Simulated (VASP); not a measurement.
# Be3S2 (P4/mmm) in VASP: a series of runs

Runs on Be3S2. Level: PBE. Tasks: single point.

Everything below comes from runs of VASP 6.6.1. Logs are shortened: lines on timing, memory, paths and dates and some standing lists are left out, and cuts for length are marked.

### Step 1. The cell of the first run

It takes space group P4/mmm (No. 123, tetragonal). The conventional cell has a = 2.300 Å, b = 2.300 Å, c = 6.900 Å, α = 90.00°, β = 90.00°, γ = 90.00°. Be (site symmetry 4mm) has 4 S at 1.99 Å and 6 Be at 2.30 Å within 2.6 Å. Be (site symmetry 4/mmm) has 8 S at 1.99 Å and 6 Be at 2.30 Å within 2.6 Å. S (site symmetry 4mm) has 8 Be at 1.99 Å and 5 S at 2.30 Å within 2.6 Å.

### Step 2. Single point, PBE

Contents of INCAR:

```
ALGO = Normal
EDIFF = 1E-6
ENCUT = 520
GGA = PE
ISIF = 2
ISMEAR = 0
LASPH = T
LCHARG = F
LREAL = F
LWAVE = F
NBANDS = 17
NELM = 80
PREC = Accurate
SIGMA = 0.1
```

Contents of KPOINTS:

```
k-points
0
Gamma
  8 8 4
```

Contents of POSCAR:

```
Be3S2
1.0
    2.3001181000      0.0000000000      0.0000000000
    0.0000000000      2.3001181000      0.0000000000
    0.0000000000      0.0000000000      6.9003543100
Be S
3 2
Direct
    0.0000000000      0.0000000000      0.6666666700
    0.0000000000      0.0000000000      0.0000000000
    0.0000000000      0.0000000000      0.3333333300
    0.5000000000      0.5000000000      0.8333333300
    0.5000000000      0.5000000000      0.1666666700
```

Potentials or basis: VASP PAW PBE potentials, release 64 (Be, S).

Run with:

```
> cat potpaw_PBE.64/Be/POTCAR potpaw_PBE.64/S/POTCAR > POTCAR
> mpirun -np 1 vasp_std > vasp.out
```

OUTCAR:

```text
EDIFF = 1E-6
   ENCUT = 520
   GGA = PE
   ISIF = 2
   ISMEAR = 0
   LASPH = T
   LREAL = F
   NELM = 80
   PREC = Accurate

 ion  position               nearest neighbor table
   1  0.000  0.000  0.667-   4 1.99   4 1.99   4 1.99   4 1.99   2 2.30   3 2.30
   2  0.000  0.000  0.000-   4 1.99   5 1.99   4 1.99   5 1.99   4 1.99   5 1.99   4 1.99   5 1.99
                             1 2.30   3 2.30
   3  0.000  0.000  0.333-   5 1.99   5 1.99   5 1.99   5 1.99   2 2.30   1 2.30
   4  0.500  0.500  0.833-   1 1.99   1 1.99   1 1.99   1 1.99   2 1.99   2 1.99   2 1.99   2 1.99
                             5 2.30
   5  0.500  0.500  0.167-   3 1.99   3 1.99   3 1.99   3 1.99   2 1.99   2 1.99   2 1.99   2 1.99
                             4 2.30

  LATTYP: Found a simple tetragonal cell.
 ALAT       =     2.3001181000
 C/A-ratio  =     3.0000000043

  Lattice vectors:

 A1 = (   2.3001181000,   0.0000000000,   0.0000000000)
 A2 = (   0.0000000000,   2.3001181000,   0.0000000000)
 A3 = (   0.0000000000,   0.0000000000,   6.9003543100)

Analysis of symmetry for initial positions (statically):
=====================================================================
 Subroutine PRICEL returns:
 Original cell was already a primitive cell.

 Routine SETGRP: Setting up the symmetry group for a
 simple tetragonal supercell.

 Subroutine GETGRP returns: Found 16 space group operations
 (whereof 16 operations were pure point group operations)
 out of a pool of 16 trial point group operations.

The static configuration has the point symmetry D_4h.

Analysis of symmetry for dynamics (positions and initial velocities):
=====================================================================
 Subroutine PRICEL returns:
 Original cell was already a primitive cell.

 Routine SETGRP: Setting up the symmetry group for a
 simple tetragonal supercell.

 Subroutine GETGRP returns: Found 16 space group operations
 (whereof 16 operations were pure point group operations)
 out of a pool of 16 trial point group operations.

The dynamic configuration has the point symmetry D_4h.

 Subroutine INISYM returns: Found 16 space group operations
 (whereof 16 operations are pure point group operations),
 and found     1 'primitive' translations

----------------------------------------------------------------------------------------

                                     Primitive cell

  volume of cell :      36.5066

  direct lattice vectors                    reciprocal lattice vectors
     2.300118100  0.000000000  0.000000000     0.434760285  0.000000000  0.000000000
     0.000000000  2.300118100  0.000000000     0.000000000  0.434760285  0.000000000
     0.000000000  0.000000000  6.900354310     0.000000000  0.000000000  0.144920095

  length of vectors
     2.300118100  2.300118100  6.900354310     0.434760285  0.434760285  0.144920095

  position of ions in fractional coordinates (direct lattice)
     0.000000000  0.000000000  0.666666670
     0.000000000  0.000000000  0.000000000
     0.000000000  0.000000000  0.333333330
     0.500000000  0.500000000  0.833333330
     0.500000000  0.500000000  0.166666670

  ion indices of the primitive-cell ions
   primitive index   ion index
                 1           1
                 2           2
                 3           3
                 4           4
                 5           5

----------------------------------------------------------------------------------------

 KPOINTS: k-points

Automatic generation of k-mesh.
 Grid dimensions read from file:
 generate k-points for:    8    8    4

 Generating k-lattice:

  Cartesian coordinates                     Fractional coordinates (reciprocal lattice)
     0.054345036  0.000000000  0.000000000     0.125000000  0.000000000  0.000000000
     0.000000000  0.054345036  0.000000000     0.000000000  0.125000000  0.000000000
     0.000000000  0.000000000  0.036230024     0.000000000  0.000000000  0.250000000

  Length of vectors
     0.054345036  0.054345036  0.036230024

  Shift w.r.t. Gamma in fractional coordinates (k-lattice)
     0.000000000  0.000000000  0.000000000

 Subroutine IBZKPT returns following result:
 ===========================================

 Found     45 irreducible k-points:

 Following reciprocal coordinates:
            Coordinates               Weight
  0.000000  0.000000  0.000000      1.000000
  0.125000  0.000000  0.000000      4.000000
  0.250000  0.000000  0.000000      4.000000
  0.375000  0.000000  0.000000      4.000000
  0.500000  0.000000  0.000000      2.000000
  0.125000  0.125000  0.000000      4.000000
[... 16 lines left out ...]
  0.375000  0.125000  0.250000     16.000000
  0.500000  0.125000  0.250000      8.000000
 [... further k-points ...]
   k-points           NKPTS =     45   k-points in BZ     NKDIM =     45   number of bands    NBANDS=     17
   number of dos      NEDOS =    301   number of ions     NIONS =      5
   total plane-waves  NPLWV =  17496
   dimension x,y,z NGX =    18 NGY =   18 NGZ =   54
   dimension x,y,z NGXF=    36 NGYF=   36 NGZF=  108
   ions per type =               3   2
   NGX,Y,Z   is equivalent  to a cutoff of  13.01, 13.01, 13.01 a.u.
   NGXF,Y,Z  is equivalent  to a cutoff of  26.02, 26.02, 26.02 a.u.
 SYSTEM =  unknown system
   PREC   = accura    normal or accurate (medium, high low for compatibility)
   ISTART =      0    job   : 0-new  1-cont  2-samecut
   ICHARG =      2    charge: 1-file 2-atom 10-const
   ISPIN  =      1    spin polarized calculation?
   LNONCOLLINEAR =      F non collinear calculations
   LSORBIT =      F    spin-orbit coupling
   LASPH  =      T    aspherical Exc in radial PAW
   ENCUT  =  520.0 eV  38.22 Ry    6.18 a.u.   4.28  4.28 12.83*2*pi/ulx,y,z
   NELM   =     80;   NELMIN=  2; NELMDL= -5     # of ELM steps
   EDIFF  = 0.1E-05   stopping-criterion for ELM
   LREAL  =      F    real-space projection
   EDIFFG = 0.1E-04   stopping-criterion for IOM
   NSW    =      0    number of steps for IOM
   IBRION =     -1    ionic relax: 0-MD 1-quasi-New 2-CG
   NFREE  =      0    steps in history (QN), initial steepest desc. (CG)
   ISIF   =      2    stress and relaxation
   ISYM   =      2    0-nonsym 1-usesym 2-fastsym
   POTIM  = 0.5000    time-step for ionic-motion
   TEBEG  =    0.0;   TEEND  =   0.0 temperature during run
   PSTRESS=    0.0 pullay stress
   NELECT =      18.0000    total number of electrons
   NUPDOWN=      -1.0000    fix difference up-down
   EMIN   =  10.00;   EMAX   =-10.00  energy-range for DOS
   EFERMI =   0.00;   METHOD = LEGACY
   ISMEAR =     0;   SIGMA  =   0.10  broadening in eV -4-tet -1-fermi 0-gaus
   EFERMI_NEDOS =   21; number of points for ismear=-14 and -15
   IALGO  =     38    algorithm
   IMIX   =      4    mixing-type and parameters
     AMIX     =   0.40;   BMIX     =  1.00
     AMIX_MAG =   1.60;   BMIX_MAG =  1.00
  volume/ion in A,a.u.               =       7.30        49.27
  Fermi-wavevector in a.u.,A,eV,Ry     =   1.293327  2.444034 22.758404  1.672696
  Thomas-Fermi vector in A             =   2.424980
   LORBIT       =      0    0 simple, 1 ext, 2 COOP (PROOUT), +10 PAW based schemes
   GGA     = PE    functional components
   LHFCALC =     F    Hartree Fock is set to
   AEXX    =    0.0000 exact exchange contribution
   IVDW    =     0    specifies the selected vdW correction
   LEPSILON=     F    determine dielectric tensor
   LRPA    =     F    only Hartree local field effects (RPA)
 non-spin polarized calculation
 Gauss-broadening in eV      SIGMA  =   0.10
  energy-cutoff  :      520.00
  volume of cell :       36.51
 maximum number of plane-waves:       998
 NGX is ok and might be reduce to    18
   NGX =  9   NGY =  9   NGZ = 25

 number of electron      17.9999994 magnetization

 Free energy of the ion-electron system (eV)
  ---------------------------------------------------
  ext. energy  EPLUGINS =         0.00000000
  ---------------------------------------------------
  free energy    TOTEN  =        -8.32715129 eV

  energy without entropy =       -8.32185968  energy(sigma->0) =       -8.32450549

 E-fermi :  13.4388     XC(G=0): -12.4515

 val. band max:       13.3141458735   @ k =   0.3750   0.1250   0.2500
 cond. band min:      13.4422201358   @ k =   0.5000   0.1250   0.0000
 fundamental gap:      0.1280742624
 Fermi energy:        13.4388112479

 k-point     1 :       0.0000    0.0000    0.0000
  band No.  band energies     occupation
      1      -9.6406      2.00000
      2      -7.5858      2.00000
      3       0.2805      2.00000
      4       5.8396      2.00000
      5       7.7770      2.00000
      6      12.3636      2.00000
[... 9 lines left out ...]
     16      24.0839      0.00000
     17      26.3147      0.00000

 k-point     2 :       0.1250    0.0000    0.0000
  band No.  band energies     occupation
      1      -9.2819      2.00000
      2      -7.1951      2.00000
      3       0.5461      2.00000
      4       6.0865      2.00000
      5       7.8591      2.00000
      6       9.3795      2.00000
[... 9 lines left out ...]
     16      23.7857      0.00000
     17      26.0031      0.00000

 k-point     3 :       0.2500    0.0000    0.0000
  band No.  band energies     occupation
      1      -8.2320      2.00000
      2      -6.0363      2.00000
      3       1.2689      2.00000
      4       4.5097      2.00000
      5       5.8473      2.00000
      6       7.9279      2.00000
[... 9 lines left out ...]
     16      22.9174      0.00000
     17      25.7042      0.00000

 k-point     4 :       0.3750    0.0000    0.0000
  band No.  band energies     occupation
      1      -6.6380      2.00000
      2      -4.1812      2.00000
      3       0.6442      2.00000
      4       2.4165      2.00000
      5       2.5211      2.00000
      6       8.6773      2.00000
[... 9 lines left out ...]
     16      24.3978      0.00000
     17      24.9449      0.00000

 k-point     5 :       0.5000    0.0000    0.0000
  band No.  band energies     occupation
      1      -5.4617      2.00000
      2      -2.4700      2.00000
      3      -1.1529      2.00000
      4       0.0309      2.00000
      5       3.0248      2.00000
      6       9.4645      2.00000
[... 9 lines left out ...]
     16      23.7992      0.00000
     17      24.5766      0.00000

 k-point     6 :       0.1250    0.1250    0.0000
  band No.  band energies     occupation
      1      -8.9213      2.00000
      2      -6.8044      2.00000
      3       0.8229      2.00000
      4       6.3617      2.00000
      5       8.2231      2.00000
      6       8.5507      2.00000
[... 9 lines left out ...]
     16      24.1118      0.00000
     17      24.7760      0.00000
[... 281 lines left out ...]
 k-point    21 :       0.1250    0.1250    0.2500
  band No.  band energies     occupation
      1      -8.9162      2.00000
      2      -6.8191      2.00000
      3       0.9722      2.00000
      4       5.4663      2.00000
      5       8.5592      2.00000
      6       9.3655      2.00000
[... 9 lines left out ...]
     16      23.9973      0.00000
     17      24.3737      0.00000

 k-point    22 :       0.2500    0.1250    0.2500
  band No.  band energies     occupation
      1      -7.8593      2.00000
      2      -5.6620      2.00000
      3       1.7174      2.00000
      4       4.7850      2.00000
      5       5.8706      2.00000
      6       7.5817      2.00000
[... 9 lines left out ...]
     16      24.5305      0.00000
     17      24.7258      0.00000

 k-point    23 :       0.3750    0.1250    0.2500
  band No.  band energies     occupation
      1      -6.2485      2.00000
      2      -3.8092      2.00000
      3       0.9522      2.00000
      4       2.7386      2.00000
      5       3.0209      2.00000
      6       8.2951      2.00000
[... 9 lines left out ...]
     16      22.2868      0.00000
     17      25.3250      0.00000

 k-point    24 :       0.5000    0.1250    0.2500
  band No.  band energies     occupation
      1      -5.0442      2.00000
      2      -2.0964      2.00000
      3      -0.8739      2.00000
      4       0.3758      2.00000
      5       3.5533      2.00000
      6       9.3813      2.00000
[... 9 lines left out ...]
     16      23.1551      0.00000
     17      24.0189      0.00000

 [... further k-points ...]

------------------------ aborting loop because EDIFF is reached ----------------------------------------

  FORCE on cell =-STRESS in cart. coord.  units (eV):
  Direction    XX          YY          ZZ          XY          YZ          ZX
  --------------------------------------------------------------------------------------
  -------------------------------------------------------------------------------------
  Total       33.5827180     33.5827180     25.2307284      0.0000000      0.0000000     -0.0000000
  in kB     1473.8550134   1473.8550134   1107.3086932      0.0000000      0.0000000     -0.0000000
  external PRESSURE =    1351.6729067 kB  Pullay stress =       0.0000000 kB

 VOLUME and BASIS-vectors are now :
 -----------------------------------------------------------------------------
  energy-cutoff  :      520.00
  volume of cell :       36.51
      direct lattice vectors                 reciprocal lattice vectors
     2.300118100  0.000000000  0.000000000     0.434760285  0.000000000  0.000000000
     0.000000000  2.300118100  0.000000000     0.000000000  0.434760285  0.000000000
     0.000000000  0.000000000  6.900354310     0.000000000  0.000000000  0.144920095

 POSITION                                       TOTAL-FORCE (eV/Angst)
 -----------------------------------------------------------------------------------
      0.00000      0.00000      4.60024        -0.000000     -0.000000     -4.260949
      0.00000      0.00000      0.00000        -0.000000     -0.000000      0.000000
      0.00000      0.00000      2.30012        -0.000000     -0.000000      4.260949
      1.15006      1.15006      5.75030         0.000000      0.000000     -3.978683
      1.15006      1.15006      1.15006         0.000000      0.000000      3.978683
 -----------------------------------------------------------------------------------
    total drift:                               -0.000000     -0.000000      0.000000

  FREE ENERGIE OF THE ION-ELECTRON SYSTEM (eV)
  ---------------------------------------------------
  free  energy   TOTEN  =        -8.3271512945 eV

  energy  without entropy=       -8.3218596787  energy(sigma->0) =       -8.32450549
```

It took 33 s on 1 thread of AMD EPYC 7R43 (Zen 3), shared host; peak memory 0.12 GiB.

What came out:

```
Free energy            : -8.3272 eV
Pressure               : 135.2 GPa
Largest force          : 4.261 eV/Å
Band gap on the k mesh : zero (band 9 reaches 16.87 eV, above the bottom of band 10 at 10.72 eV)
```

Forces on the atoms (eV/Å):
```
Be   0.000  0.000 -4.261
Be   0.000  0.000  0.000
Be   0.000  0.000  4.261
S    0.000  0.000 -3.979
S    0.000  0.000  3.979
```

Caveat: forces of over 1 eV/Å act on the atoms, so gaps and moduli don't describe the material at rest.

### Step 3. Single point, PBE

This run uses another cell than the first one, of 12.50 Å³/atom, 1.712 times its volume.

Contents of INCAR:

```
PREC     = Accurate       # precision mode
ENCUT    = 520            # plane-wave cutoff, eV
EDIFF    = 1E-6           # SCF threshold, eV
ISMEAR   = 0              # smearing method
SIGMA    = 0.1            # smearing width, eV
LREAL    = F              # projectors in reciprocal space
LASPH    = T              # aspherical terms in the spheres
NELM     = 60             # most SCF steps
ALGO     = Normal         # electronic algorithm
ISIF     = 2              # what is computed and relaxed
LWAVE    = F              # write WAVECAR
LCHARG   = T              # write CHGCAR
GGA      = PE             # functional
LELF     = T              # ELF
LVHAR    = T            
NBANDS   = 17             # bands
```

Contents of KPOINTS:

```
Automatic mesh
0
Gamma
  8 8 4
```

Contents of POSCAR:

```
Be3S2
1.0
    3.0440629431      0.0000000000      0.0000000000
    0.0000000000      3.0440629431      0.0000000000
    0.0000000000      0.0000000000      6.7433072998
Be S
3 2
Direct
    0.0000000000      0.0000000000      0.6725705816
    0.0000000000      0.0000000000      0.0000000000
    0.0000000000      0.0000000000      0.3274294184
    0.5000000000      0.5000000000      0.7617235629
    0.5000000000      0.5000000000      0.2382764371
```

Potentials or basis: VASP PAW PBE potentials, release 64 (Be, S).

Run with:

```
> cat potpaw_PBE.64/Be/POTCAR potpaw_PBE.64/S/POTCAR > POTCAR
> mpirun -np 1 vasp_std > vasp.out
```

OUTCAR:

```text
PREC = Accurate
   ENCUT = 520
   EDIFF = 1E-6
   ISMEAR = 0
   LREAL = F
   LASPH = T
   NELM = 60
   ISIF = 2
   GGA = PE

 ion  position               nearest neighbor table
   1  0.000  0.000  0.673-   2 2.21   4 2.23   4 2.23   4 2.23   4 2.23   3 2.33
   2  0.000  0.000  0.000-   1 2.21   3 2.21
   3  0.000  0.000  0.327-   2 2.21   5 2.23   5 2.23   5 2.23   5 2.23   1 2.33
   4  0.500  0.500  0.762-   1 2.23   1 2.23   1 2.23   1 2.23
   5  0.500  0.500  0.238-   3 2.23   3 2.23   3 2.23   3 2.23

[... 684 lines left out ...]
  --------------------------------------------------------------------------------------
  -------------------------------------------------------------------------------------
  Total        0.0809696      0.0809696     -0.0021984      0.0000000      0.0000000      0.0000000
  in kB        2.0761200      2.0761200     -0.0563685      0.0000000      0.0000000      0.0000000
  external PRESSURE =       1.3652905 kB  Pullay stress =       0.0000000 kB

 VOLUME and BASIS-vectors are now :
 -----------------------------------------------------------------------------
  energy-cutoff  :      520.00
  volume of cell :       62.49
      direct lattice vectors                 reciprocal lattice vectors
     3.044062943  0.000000000  0.000000000     0.328508319  0.000000000  0.000000000
     0.000000000  3.044062943  0.000000000     0.000000000  0.328508319  0.000000000
     0.000000000  0.000000000  6.743307300     0.000000000  0.000000000  0.148295184

 POSITION                                       TOTAL-FORCE (eV/Angst)
 -----------------------------------------------------------------------------------
      0.00000      0.00000      4.53535         0.000000      0.000000     -0.015150
      0.00000      0.00000      0.00000         0.000000      0.000000      0.000000
      0.00000      0.00000      2.20796         0.000000      0.000000      0.015150
      1.52203      1.52203      5.13654         0.000000     -0.000000      0.003455
      1.52203      1.52203      1.60677        -0.000000      0.000000     -0.003455
 -----------------------------------------------------------------------------------
    total drift:                               -0.000000     -0.000000      0.000000

  FREE ENERGIE OF THE ION-ELECTRON SYSTEM (eV)
  ---------------------------------------------------
  free  energy   TOTEN  =       -18.3186953148 eV

  energy  without entropy=      -18.3127197070  energy(sigma->0) =      -18.31570751
```

stdout:

```text
POSCAR found type information on POSCAR BeS
 POSCAR found :  2 types and       5 ions
 scaLAPACK will be used
 LDA part: xc-table for (Slater+PW92), standard interpolation
 POSCAR, INCAR and KPOINTS ok, starting setup
 FFT: planning ... GRIDC
 FFT: planning ... GRID_SOFT
 FFT: planning ... GRID
 WAVECAR not read
 entering main loop
```

Run time: 52 s. Hardware: 1 thread of AMD EPYC 7R43 (Zen 3), shared host; peak memory 0.15 GiB.

Results:

```
Free energy            : -18.3187 eV
Pressure               : 0.1 GPa
Largest force          : 0.015 eV/Å
Band gap on the k mesh : zero (band 9 reaches 8.41 eV, above the bottom of band 10 at 4.85 eV)
```

Forces on the atoms (eV/Å):
```
Be   0.000  0.000 -0.015
Be   0.000  0.000  0.000
Be   0.000  0.000  0.015
S    0.000  0.000  0.003
S    0.000  0.000 -0.003
```

Stress tensor (GPa, compression positive):
```
 0.21  0.00  0.00
 0.00  0.21  0.00
 0.00  0.00 -0.01
```
